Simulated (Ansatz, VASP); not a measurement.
**Sn in VASP and in Ansatz**

INCAR

```
  PREC = Accurate
  ENCUT = 520
  EDIFF = 1E-7
  ISMEAR = -1
  SIGMA = 0.1
  LREAL = False
  LASPH = True
  NELM = 80
  ALGO = Normal
  ISIF = 2
  LWAVE = False
  LCHARG = False
  GGA = CA
  NBANDS = 21
```

File KPOINTS:

```
Automatic mesh
0
Gamma
  5 5 5
```

File POSCAR:

```
Sn
1.0
    0.0000000000      3.2380799619      3.2380799619
    3.2380799619      0.0000000000      3.2380799619
    3.2380799619      3.2380799619      0.0000000000
Sn
2
Direct
    0.5000000000      0.5000000000      0.5000000000
    0.7500000000      0.7500000000      0.7500000000
```

Input for Ansatz:

```yaml
crystal:
  lattice:
    - [0.0, 3.2380799619, 3.2380799619]
    - [3.2380799619, 0.0, 3.2380799619]
    - [3.2380799619, 3.2380799619, 0.0]
  atoms:
    - { symbol: Sn, position: [0.5, 0.5, 0.5] }
    - { symbol: Sn, position: [0.75, 0.75, 0.75] }
hamiltonian:
  xc: lda
  pseudopotentials:
    kind: paw
    azcp:
      Sn: "pseudopotentials/Sn.paw.azcp"
basis:
  ecutwfc: 420
  fft_grid_basis: typed
kpoints:
  mp_grid: { grid: [5, 5, 5], shift: [0, 0, 0] }
magnetization:
  spin_polarized: false
scf:
  occupations: { method: fermi_dirac, width: 0.1 }
  lower_state_search: "off"
output:
  stress: true
  write_density: true
  write_potential: true
  elf: true
  volumetric_format: npy
```

Alike in both runs: task single point; functional LDA; k mesh 5 × 5 × 5; occupations fermi-dirac, width 0.1 eV; no spin polarisation.

|  | VASP | Ansatz |
| --- | --- | --- |
| version | VASP 6.6.1 | Ansatz 0.2.0 |
| potentials or method | VASP PAW LDA potentials, release 64 (Sn_d), cutoff 520 eV | plane waves (420 eV) with PAW, scalar-relativistic |
| valence electrons in the cell | 28 | 28 |

|  | VASP | Ansatz | Ansatz less VASP |
| --- | --- | --- | --- |
| pressure (GPa) | 0.2 | 0.2 | +0.01 |

Ansatz warns that its potentials were made for another functional, while VASP's fit it. LDA's correlation is that of Perdew and Zunger in VASP and of Perdew and Wang (1992) in Ansatz.
